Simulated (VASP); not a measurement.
Runs of VASP 6.6.1 on ScSbS3. The structure is that of space group P4/mmm (No. 123), or close to it. The cells are those of the table. 

| task | potentials or basis | cell | cutoff (eV) | second run | gap on the mesh (eV) | pressure (GPa) | largest force (eV/Å) |
| --- | --- | --- | --- | --- | --- | --- | --- |
| single point | VASP PAW PBE potentials, release 64 (Sc_sv, Sb_d_GW, S) | a = 4.031, b = 4.031, c = 9.468 Å, 5 atoms | 500 | valence_matched | none | -0.1 | 0.06 |
| single point | VASP PAW PBE potentials, release 64 (Sc_sv, Sb_d_GW, S) | a = 4.043, b = 4.043, c = 8.015 Å, 5 atoms | 500 | valence_matched | none | 22.7 | 0.64 |
| single point | VASP PAW PBE potentials, release 64 (Sc_sv, Sb, S) | a = 4.043, b = 4.043, c = 8.015 Å, 5 atoms | 520 | - | none | 23.1 | (b) |
| single point | VASP PAW PBE potentials, release 64 (Sc_sv, Sb, S) | a = 4.031, b = 4.031, c = 9.468 Å, 5 atoms | 520 | - | none | -0.1 | (a) |
| relaxation of cell and atoms | VASP PAW PBE potentials, release 64 (Sc_sv, Sb, S) | relaxed from a = 4.043, b = 4.043, c = 8.015 Å, 5 atoms | 600 | - | none | 0.0 | 0.01 |

Alike in all rows: level PBE; no spin polarisation; k mesh 4 × 4 × 2; smearing gaussian 0.1 eV.

Fill in the values left out.

(a) 0.05; (b) 0.45.

Caveats: all runs use coarse meshes; spin-orbit coupling is left out, which moves the levels of the heavy elements.

A k mesh can miss the band edges, and the runs leave out spin-orbit coupling on Sb.

A gap of «none» marks levels without a gap at the run's occupations.

The runs don't all hold the same shells in valence.
